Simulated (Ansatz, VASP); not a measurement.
## BaTiO3 in VASP and in Ansatz

The input POSCAR:

```
BaTiO3
1.0
    4.0060000000      0.0000000000      0.0000000000
    0.0000000000      4.0060000000      0.0000000000
    0.0000000000      0.0000000000      4.0060000000
Ba Ti O
1 1 3
Direct
    0.5000000000      0.5000000000      0.5000000000
    0.0000000000      0.0000000000      0.0000000000
    0.5000000000      0.0000000000      0.0000000000
    0.0000000000      0.5000000000      0.0000000000
    0.0000000000      0.0000000000      0.5000000000
```

The input INCAR.step1:

```
PREC = Accurate ; ENCUT = 600
ISMEAR = 0 ; SIGMA = 0.02
LREAL = F ; LASPH = T
NELM = 100 ; GGA = PE
ALGO = Normal ; EDIFF = 1E-4
LWAVE = T ; LCHARG = F
```

INCAR.step2

```
PREC = Accurate ; ENCUT = 600
EDIFF = 1E-7 ; ISMEAR = 0
SIGMA = 0.02 ; LREAL = F
LASPH = T ; NELM = 100
ALGO = Normal ; ISIF = 3
LWAVE = F ; LCHARG = F
METAGGA = R2SCAN ; LMIXTAU = T
IBRION = 2 ; NSW = 100
EDIFFG = -0.005 ; ISTART = 1
```

File KPOINTS:

```
regular mesh
0
Gamma
  8 8 8
```

Input for Ansatz:

```yaml
crystal:
  lattice:
    - [4.006, 0.0, 0.0]
    - [0.0, 4.006, 0.0]
    - [0.0, 0.0, 4.006]
  atoms:
    - { symbol: Ba, position: [0.5, 0.5, 0.5] }
    - { symbol: Ti, position: [0.0, 0.0, 0.0] }
    - { symbol: O, position: [0.5, 0.0, 0.0] }
    - { symbol: O, position: [0.0, 0.5, 0.0] }
    - { symbol: O, position: [0.0, 0.0, 0.5] }
basis:
  ecutwfc: 500
kpoints:
  mp_grid: { grid: [8, 8, 8] }
hamiltonian:
  xc: r2scan
scf:
  occupations: { method: gaussian, width: 0.02 }
output:
  forces: true
  stress: true
  eigenvalues: true
  write_density: true
  write_potential: true
  elf: true
  volumetric_format: npy
relax:
  adjacent_minimum: "off"
  f_tol: 0.005
  max_steps: 80
  cell: { stress_tol: 0.05 }
```

Alike in both runs: task relaxation of cell and atoms; functional r2SCAN; k mesh 8 × 8 × 8; occupations gaussian, width 0.02 eV; no spin polarisation.

|  | VASP | Ansatz |
| --- | --- | --- |
| version | VASP 6.6.1 | Ansatz 0.2.0 |
| potentials or method | VASP PAW PBE potentials, release 64 (Ba_sv, Ti_sv, O), cutoff 600 eV | scalar-relativistic, plane waves, PAW |
| valence electrons in the cell | 40 | 40 |

VASP gave:

```
gap on the k mesh at the Fermi level, each at its own relaxed structure (eV)  : 2.13
relaxed volume (Å³/atom)                                                      : 12.87
relaxed length of the cell vector where the two differ most in proportion (Å) : 4.007
```

Estimate Ansatz's values.

gap on the k mesh at the Fermi level, each at its own relaxed structure (eV): 2.17; relaxed volume (Å³/atom): 12.74; relaxed length of the cell vector where the two differ most in proportion (Å): 3.994.

VASP's potentials were made for PBE, not for r2SCAN.

Spin-orbit coupling is off throughout.
